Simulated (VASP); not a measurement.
# Cr (Fm-3m) in VASP: notebook

Cr is run at these levels: PBE; tasks: single point.

All numbers are computed with VASP 6.6.1; they aren't measurements. Logs are shortened: lines on timing, memory, paths and dates and some standing lists are left out, and cuts for length are marked.

**1. The cell of the first run**

It takes space group Fm-3m (No. 225, cubic). The conventional cell has a = 3.218 Å, b = 3.218 Å, c = 3.218 Å, α = 90.00°, β = 90.00°, γ = 90.00°. Within 3.0 Å of Cr (site symmetry m-3m) lie 12 Cr at 2.28 Å.

**2. Single point, PBE, collinear spin, ferromagnetic start (volume scaled by 0.7)**

File INCAR:

```
PREC = Accurate
ENCUT = 520
EDIFF = 1E-7
ISMEAR = -1
SIGMA = 0.1
LREAL = False
LASPH = True
NELM = 150
ALGO = Normal
ISIF = 2
LWAVE = False
LCHARG = False
ISPIN = 2
MAGMOM = 2
LORBIT = 11
LMAXMIX = 4
GGA = PE
NBANDS = 16
```

File KPOINTS:

```
Automatic mesh
0
Gamma
  18 18 18
```

File POSCAR:

```
Cr
1.0
    0.0000000000      1.6090242805      1.6090242805
    1.6090242805      0.0000000000      1.6090242805
    1.6090242805      1.6090242805      0.0000000000
Cr
1
Direct
    0.0000000000      0.0000000000      0.0000000000
```

Potentials or basis: VASP PAW PBE potentials, release 64 (Cr_pv).

Started as:

```console
> cat potpaw_PBE.64/Cr_pv/POTCAR > POTCAR
> mpirun -np 1 vasp_std > vasp.out
```

OUTCAR:

```text
PREC = Accurate
   ENCUT = 520
   EDIFF = 1E-7
   ISMEAR = -1
   LREAL = False
   LASPH = True
   NELM = 150
   ISIF = 2
   ISPIN = 2
   LORBIT = 11
   GGA = PE

 ion  position               nearest neighbor table
   1  0.000  0.000  0.000-

  LATTYP: Found a face centered cubic cell.
 ALAT       =     3.2180485610

  Lattice vectors:

 A1 = (   0.0000000000,   1.6090242805,   1.6090242805)
 A2 = (   1.6090242805,   0.0000000000,   1.6090242805)
 A3 = (   1.6090242805,   1.6090242805,   0.0000000000)

Analysis of symmetry for initial positions (statically):
=====================================================================
 Subroutine PRICEL returns:
 Original cell was already a primitive cell.

 Routine SETGRP: Setting up the symmetry group for a
 face centered cubic supercell.

 Subroutine GETGRP returns: Found 48 space group operations
 (whereof 48 operations were pure point group operations)
 out of a pool of 48 trial point group operations.

The static configuration has the point symmetry O_h .

Analysis of symmetry for dynamics (positions and initial velocities):
=====================================================================
 Subroutine PRICEL returns:
 Original cell was already a primitive cell.

 Routine SETGRP: Setting up the symmetry group for a
 face centered cubic supercell.

 Subroutine GETGRP returns: Found 48 space group operations
 (whereof 48 operations were pure point group operations)
 out of a pool of 48 trial point group operations.

The dynamic configuration has the point symmetry O_h .

Analysis of structural, dynamic, and magnetic symmetry:
=====================================================================
 Subroutine PRICEL returns:
 Original cell was already a primitive cell.

 Routine SETGRP: Setting up the symmetry group for a
 face centered cubic supercell.

 Subroutine GETGRP returns: Found 48 space group operations
 (whereof 48 operations were pure point group operations)
 out of a pool of 48 trial point group operations.

The overall configuration has the point symmetry O_h .

 Subroutine INISYM returns: Found 48 space group operations
 (whereof 48 operations are pure point group operations),
 and found     1 'primitive' translations

----------------------------------------------------------------------------------------

                                     Primitive cell

  volume of cell :       8.3314
[... 96 lines left out ...]
   TEBEG  =    0.0;   TEEND  =   0.0 temperature during run
   PSTRESS=    0.0 pullay stress
   NELECT =      12.0000    total number of electrons
   NUPDOWN=      -1.0000    fix difference up-down
   EMIN   =  10.00;   EMAX   =-10.00  energy-range for DOS
   EFERMI =   0.00;   METHOD = LEGACY
   ISMEAR =    -1;   SIGMA  =   0.10  broadening in eV -4-tet -1-fermi 0-gaus
   EFERMI_NEDOS =   21; number of points for ismear=-14 and -15
   IALGO  =     38    algorithm
   IMIX   =      4    mixing-type and parameters
     AMIX     =   0.40;   BMIX     =  1.00
     AMIX_MAG =   1.60;   BMIX_MAG =  1.00
  volume/ion in A,a.u.               =       8.33        56.22
  Fermi-wavevector in a.u.,A,eV,Ry     =   1.848826  3.493774 46.506845  3.418157
  Thomas-Fermi vector in A             =   2.899358
   LORBIT       =     11    0 simple, 1 ext, 2 COOP (PROOUT), +10 PAW based schemes
   GGA     = PE    functional components
   LHFCALC =     F    Hartree Fock is set to
   AEXX    =    0.0000 exact exchange contribution
   IVDW    =     0    specifies the selected vdW correction
   LEPSILON=     F    determine dielectric tensor
   LRPA    =     F    only Hartree local field effects (RPA)
 spin polarized calculation
  energy-cutoff  :      520.00
  volume of cell :        8.33
 maximum number of plane-waves:       238
 NGX is ok and might be reduce to    18
   NGX =  9   NGY =  9   NGZ =  9

 number of electron      12.0000005 magnetization      -0.0006026

 number of electron      12.0000005 magnetization       0.0000117

 Free energy of the ion-electron system (eV)
  ---------------------------------------------------
  ext. energy  EPLUGINS =         0.00000000
  ---------------------------------------------------
  free energy    TOTEN  =        -7.73305703 eV

  energy without entropy =       -7.69725790  energy(sigma->0) =       -7.71515747

 E-fermi :  16.0309     XC(G=0): -15.6553

 val. band max:       15.9933550237   @ k =  -0.2222   0.1111   0.0000
 cond. band min:      16.0332129262   @ k =   0.4444   0.1667   0.0556
 fundamental gap:      0.0398579025
 Fermi energy:        16.0308628714

 spin component 1

 k-point     1 :       0.0000    0.0000    0.0000
  band No.  band energies     occupation
      1     -25.5294      1.00000
      2     -25.5294      1.00000
      3     -25.5294      1.00000
      4       7.6914      1.00000
      5      15.1579      0.99984
      6      15.1579      0.99984
[... 435 lines left out ...]
      5      14.2724      1.00000
      6      15.6023      0.98642
[... 8 lines left out ...]
     15      50.7754      0.00000
     16      53.6592      0.00000

 [... further k-points ...]

 spin component 2

 k-point     1 :       0.0000    0.0000    0.0000
  band No.  band energies     occupation
      1     -25.5294      1.00000
      2     -25.5294      1.00000
      3     -25.5294      1.00000
      4       7.6914      1.00000
      5      15.1579      0.99984
      6      15.1579      0.99984
[... 435 lines left out ...]
      5      14.2724      1.00000
      6      15.6023      0.98642
[... 8 lines left out ...]
     15      50.7754      0.00000
     16      53.6592      0.00000

 [... further k-points ...]
[... 5 lines left out ...]
  --------------------------------------------------------------------------------------
  -------------------------------------------------------------------------------------
  Total        8.9550846      8.9550846      8.9550846     -0.0000000      0.0000000      0.0000000
  in kB     1722.1163314   1722.1163314   1722.1163314     -0.0000000      0.0000000      0.0000000
  external PRESSURE =    1722.1163314 kB  Pullay stress =       0.0000000 kB

 VOLUME and BASIS-vectors are now :
 -----------------------------------------------------------------------------
  energy-cutoff  :      520.00
  volume of cell :        8.33
      direct lattice vectors                 reciprocal lattice vectors
     0.000000000  1.609024280  1.609024280    -0.310747331  0.310747331  0.310747331
     1.609024280  0.000000000  1.609024280     0.310747331 -0.310747331  0.310747331
     1.609024280  1.609024280  0.000000000     0.310747331  0.310747331 -0.310747331

 POSITION                                       TOTAL-FORCE (eV/Angst)
 -----------------------------------------------------------------------------------
      0.00000      0.00000      0.00000         0.000000      0.000000      0.000000
 -----------------------------------------------------------------------------------
    total drift:                                0.000000     -0.000000     -0.000000

  FREE ENERGIE OF THE ION-ELECTRON SYSTEM (eV)
  ---------------------------------------------------
  free  energy   TOTEN  =        -7.7330570313 eV

  energy  without entropy=       -7.6972578995  energy(sigma->0) =       -7.71515747

 total charge

# of ion       s       p       d       tot
------------------------------------------
    1        0.587   6.602   4.829  12.018

 magnetization (x)

# of ion       s       p       d       tot
------------------------------------------
    1        0.000   0.000   0.000   0.000
```

OSZICAR:

```text
N       E                     dE             d eps       ncg     rms          rms(c)
DAV:   1     0.718089731818E+02    0.71809E+02   -0.62066E+03 13200   0.957E+02
DAV:   2    -0.688686259555E+01   -0.78696E+02   -0.74602E+02 13520   0.246E+02
DAV:   3    -0.804027768123E+01   -0.11534E+01   -0.11516E+01 14184   0.322E+01
DAV:   4    -0.804254581341E+01   -0.22681E-02   -0.22681E-02 14520   0.142E+00
DAV:   5    -0.804255433712E+01   -0.85237E-05   -0.85227E-05 14216   0.773E-02    0.210E+01
DAV:   6    -0.776482225793E+01    0.27773E+00   -0.74667E-01 12768   0.161E+01    0.553E+00
DAV:   7    -0.773177454842E+01    0.33048E-01   -0.49369E-02 13768   0.303E+00    0.305E+00
DAV:   8    -0.773757635338E+01   -0.58018E-02   -0.44608E-03 12768   0.778E-01    0.106E+00
DAV:   9    -0.773273104286E+01    0.48453E-02   -0.22398E-03 13984   0.581E-01    0.253E-01
DAV:  10    -0.773306358142E+01   -0.33254E-03   -0.25692E-04 13584   0.179E-01    0.494E-02
DAV:  11    -0.773306460795E+01   -0.10265E-05   -0.41107E-06 13592   0.219E-02    0.184E-02
DAV:  12    -0.773305985114E+01    0.47568E-05   -0.11322E-06 13456   0.943E-03    0.652E-03
DAV:  13    -0.773305716044E+01    0.26907E-05   -0.25748E-07 13120   0.490E-03    0.281E-03
DAV:  14    -0.773305700798E+01    0.15247E-06   -0.47339E-08  6760   0.298E-03    0.647E-04
DAV:  15    -0.773305703135E+01   -0.23371E-07   -0.32717E-09  6464   0.601E-04
   1 F= -.77330570E+01 E0= -.77151575E+01  d E =-.357991E-01  mag=     0.0000
```

stdout:

```text
POSCAR found type information on POSCAR Cr
 POSCAR found :  1 types and       1 ions
 scaLAPACK will be used
 LDA part: xc-table for (Slater+PW92), standard interpolation
 POSCAR, INCAR and KPOINTS ok, starting setup
 FFT: planning ... GRIDC
 FFT: planning ... GRID_SOFT
 FFT: planning ... GRID
 WAVECAR not read
 entering main loop
```

Wall time 81 s (1 thread of Intel Xeon Platinum 8375C at 2.90GHz (Ice Lake), shared host); peak memory 0.15 GiB.

What came out:

- Free energy: -7.7331 eV
- Pressure: 172.2 GPa
- Band gap on the k mesh: zero (filled and empty bands overlap)
- Net moment: 0.00 μB per cell

Caveat: the starting moments collapsed, and a magnetic state may lie lower.

**3. Single point, PBE, collinear spin, ferromagnetic start (volume scaled by 0.8)**

File INCAR:

```
SYSTEM = Cr
  ALGO = Normal
  EDIFF = 1E-6
  ENCUT = 520
  GGA = PE
  ISIF = 2
  ISMEAR = -1
  ISPIN = 2
  LASPH = .True.
  LCHARG = .False.
  LMAXMIX = 4
  LORBIT = 11
  LREAL = .False.
  LWAVE = .False.
  MAGMOM = 2
  NBANDS = 16
  NELM = 150
  PREC = Accurate
  SIGMA = 0.1
```

File KPOINTS:

```
k-points
0
Gamma
  18 18 18
  0 0 0
```

File POSCAR:

```
Cr
1.0
    0.0000000000      1.6822604963      1.6822604963
    1.6822604963      0.0000000000      1.6822604963
    1.6822604963      1.6822604963      0.0000000000
Cr
1
Direct
    0.0000000000      0.0000000000      0.0000000000
```

Potentials or basis: VASP PAW PBE potentials, release 64 (Cr_pv).

Started as:

```console
> cat potpaw_PBE.64/Cr_pv/POTCAR > POTCAR
> mpirun -np 1 vasp_std > vasp.out
```

Wall time 66 s (1 thread of Intel Xeon Platinum 8375C at 2.90GHz (Ice Lake), shared host); peak memory 0.15 GiB.

Results (log left out):

```yaml
Free_energy: -8.6491 eV
Pressure: 82.0 GPa
Band_gap_on_the_k_mesh: zero (filled and empty bands overlap)
Net_moment: 0.00 μB per cell
Valence_electrons_inside_the_program's_atomic_spheres: Cr 11.58
```

Levels at points of the mesh, in eV from the Fermi level:
Spin up:
```csv
k point,band 2,band 3,band 4,band 5,band 6,band 7,band 8,band 9,band 10,band 11
"(0.00, 0.00, 0.00)",-41.91,-41.91,-8.14,-0.66,-0.66,-0.66,1.75,1.75,7.82,21.16
"(0.50, 0.00, 0.00)",-42.11,-42.11,-4.89,-0.85,-0.85,1.52,3.41,3.41,7.82,12.35
"(0.50, 0.50, 0.00)",-42.48,-42.48,-5.51,-4.48,3.37,3.85,3.85,5.07,7.82,15.50
```
Spin down:
```tsv
k point	band 3	band 4	band 5	band 6	band 7	band 8	band 9	band 10
(0.00, 0.00, 0.00)	-41.91	-8.14	-0.66	-0.66	-0.66	1.75	1.75	7.83
(0.50, 0.00, 0.00)	-42.11	-4.89	-0.85	-0.85	1.52	3.41	3.41	7.82
(0.50, 0.50, 0.00)	-42.48	-5.51	-4.48	3.37	3.85	3.85	5.07	7.82
```

Caveat: the starting moments collapsed, and a magnetic state may lie lower.
